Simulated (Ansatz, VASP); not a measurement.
# Two plane-wave programs on Os

The input POSCAR:

```
Os
1.0
    1.6627916808      0.9600132245      3.0834478148
   -1.6627916808      0.9600132245      3.0834478148
    0.0000000000     -1.9200264490      3.0834478148
Os
2
Direct
    0.2275400000      0.2275400000      0.2275400000
    0.7724600000      0.7724600000      0.7724600000
```

The input INCAR.step1:

```
PREC = Accurate
ENCUT = 520
ISMEAR = 0
SIGMA = 0.1
LREAL = F
LASPH = T
NELM = 100
NBANDS = 15
GGA = PE
ALGO = Normal
EDIFF = 1E-4
LWAVE = T
LCHARG = F
```

The input INCAR.step2:

```
PREC = Accurate
ENCUT = 520
EDIFF = 1E-7
ISMEAR = 0
SIGMA = 0.1
LREAL = F
LASPH = T
NELM = 100
ALGO = Normal
ISIF = 2
LWAVE = F
LCHARG = F
METAGGA = R2SCAN
LMIXTAU = T
NBANDS = 15
ISTART = 1
```

KPOINTS

```
regular mesh
0
Gamma
  6 6 6
```

Input for Ansatz:

```yaml
crystal:
  lattice:
    - [1.6627916808, 0.9600132245, 3.0834478148]
    - [-1.6627916808, 0.9600132245, 3.0834478148]
    - [0.0, -1.920026449, 3.0834478148]
  atoms:
    - { symbol: Os, position: [0.22754, 0.22754, 0.22754] }
    - { symbol: Os, position: [0.77246, 0.77246, 0.77246] }
basis:
  ecutwfc: 500
kpoints:
  mp_grid: { grid: [6, 6, 6] }
hamiltonian:
  xc: r2scan
scf:
  occupations: { method: gaussian, width: 0.1 }
  lower_state_search: "off"
output:
  forces: true
  stress: true
  eigenvalues: true
```

Alike in both runs: task single point; functional r2SCAN; k mesh 6 × 6 × 6; occupations gaussian, width 0.1 eV; no spin polarisation.

```csv
,VASP,Ansatz
version,VASP 6.6.1,Ansatz 0.2.0
potentials or method,"VASP PAW PBE potentials, release 64 (Os), cutoff 520 eV","scalar-relativistic, plane waves, PAW"
valence electrons in the cell,16,32
```

```csv
,VASP,Ansatz,Ansatz less VASP
gap on the k mesh at the Fermi level (eV),none,none,-
rms of the force components (eV/Å),2.019,2.353,+0.3345
```

VASP's potentials were made for PBE, not for r2SCAN. Atom by atom the forces differ by 0.334 eV/Å (rms over components). A gap of «none» marks a metal or a gap that the smearing closes. With one functional, cell and mesh, what is left measures potentials, basis and numerics. VASP's potentials hold 16 valence electrons a cell and Ansatz's 32, so a difference there can come from the potentials and not from the codes.

The k mesh is coarse, so the values compare programs but aren't converged. Neither program's run includes spin-orbit coupling.
